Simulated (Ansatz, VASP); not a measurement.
# Si63S in VASP and in Ansatz

```
S Si
1.0
     6.65089    6.65089    3.84477
    -9.97633    3.32544    1.92239
     3.32544   -9.97633    9.61193
S Si
1 63
Direct
  0.12584 0.95091 0.95119
  0.38116 0.70472 0.70509
  0.13539 0.70149 0.20384
  0.63435 0.45511 0.45487
  0.88503 0.20730 0.20767
  0.38605 0.45591 0.95399
  0.63240 0.20213 0.70517
  0.13407 0.45386 0.45488
  0.38600 0.20682 0.20665
  0.13344 0.20468 0.70485
  0.88455 0.95514 0.45272
  0.63116 0.95411 0.95388
  0.87961 0.70135 0.70179
  0.38386 0.95443 0.45520
  0.63659 0.70743 0.20381
  0.88547 0.45289 0.95547
  0.11880 0.54067 0.04433
  0.36599 0.29462 0.79462
  0.61695 0.04450 0.54515
  0.11890 0.29597 0.29567
  0.37288 0.05202 0.05075
  0.11659 0.04562 0.54501
  0.87070 0.79671 0.29273
  0.61570 0.79420 0.79467
  0.86672 0.54379 0.54332
  0.36828 0.79563 0.29558
  0.61895 0.54755 0.04431
  0.10831 0.78842 0.79003
  0.36639 0.54600 0.54550
  0.86570 0.29315 0.79568
  0.61796 0.29776 0.29655
  0.86212 0.04686 0.04737
  0.03414 0.13863 0.95770
  0.29151 0.88334 0.70589
  0.54488 0.63383 0.45473
  0.05162 0.88423 0.20190
  0.29560 0.63511 0.95555
  0.04632 0.63396 0.45476
  0.79454 0.38558 0.20579
  0.54398 0.38214 0.70422
  0.79492 0.13466 0.45537
  0.29794 0.38472 0.20548
  0.54479 0.13568 0.95621
  0.04291 0.38414 0.70596
  0.29596 0.13452 0.45556
  0.79432 0.88186 0.70330
  0.54557 0.88595 0.20532
  0.79818 0.63263 0.95178
  0.20300 0.61549 0.79561
  0.45586 0.36643 0.54486
  0.70493 0.11801 0.29613
  0.21011 0.36118 0.04419
  0.45340 0.11461 0.79554
  0.20794 0.11644 0.29523
  0.94470 0.86607 0.04687
  0.70625 0.86498 0.54305
  0.95705 0.61639 0.29494
  0.45487 0.86770 0.04583
  0.70466 0.61297 0.79255
  0.20462 0.86619 0.54546
  0.45864 0.61698 0.29430
  0.95592 0.36560 0.54507
  0.70513 0.36666 0.04531
  0.95565 0.11200 0.79386
```

Alike in both runs: functional PBE; k mesh 1 × 1 × 1; occupations gaussian, width 0.05 eV; collinear spin.

Ansatz relaxed the structure, and its values are those at the end. VASP's run is a single point on that final structure, the one shown.

```csv
,VASP,Ansatz
version,VASP 6.6.1,Ansatz 0.2.0
potentials or method,"VASP PAW PBE potentials, release 64 (S, Si), cutoff 520 eV","scalar-relativistic, plane waves, PAW"
valence electrons in the cell,258,258
```

Ansatz gave:

| Item | Value |
| --- | --- |
| rms of the force components (eV/Å) | 0.006 |
| net moment per atom (μB) | 0.00 |

**Question.** Which values does VASP return?

**Answer.** rms of the force components (eV/Å): 0.007; net moment per atom (μB): 0.00.

Ansatz's warnings: seeded moment not kept.
